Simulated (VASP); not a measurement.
The system is Na3HSe.

```
Na H Se
1.0
     4.55029    0.00000    0.00000
     0.00000    4.55029    0.00000
     0.00000    0.00000    4.55029
Na H Se
3 1 1
Direct
  0.00000 0.50000 0.50000
  0.50000 0.00000 0.50000
  0.50000 0.50000 0.00000
  0.50000 0.50000 0.50000
  0.00000 0.00000 0.00000
```

| Item | Value |
| --- | --- |
| Program | VASP 6.6.1 |
| Task | relaxation of cell and atoms |
| Functional | LDA |
| Potentials or basis | VASP PAW LDA potentials, release 64 (Na_pv, H, Se) |
| Cutoff | 600 eV |
| k mesh | 6 × 6 × 6 |
| Occupations | gaussian, width 0.02 eV |
| Spin | no spin polarisation |

At the start: pressure -2.5 GPa; volume 18.84 Å³/atom.

Problem. How do energy, volume and symmetry change on relaxing?

Solution. Over 4 steps the energy falls by 14.9 meV/atom and the volume is 17.11 Å³/atom (-9.2 %); space group Pm-3m (No. 221, to 0.1 Å) before and after.

The path:
| step | energy change (eV) | largest force (eV/Å) | pressure (GPa) | volume (Å³) |
| --- | --- | --- | --- | --- |
| 1 | 0.0000 | 0.0000 | -2.54 | 94.21 |
| 2 | -0.0515 | 0.0000 | -1.51 | 90.19 |
| 3 | -0.0738 | 0.0000 | -0.23 | 86.23 |
| 4 | -0.0743 | 0.0000 | 0.01 | 85.57 |

Final structure:
```xyz
5
Lattice="4.4067 0.0000 0.0000 0.0000 4.4067 0.0000 0.0000 0.0000 4.4067" Properties=species:S:1:pos:R:3 pbc="T T T"
Na    0.0000    2.2034    2.2034
Na    2.2034    0.0000    2.2034
Na    2.2034    2.2034    0.0000
H     2.2034    2.2034    2.2034
Se    0.0000    0.0000    0.0000
```
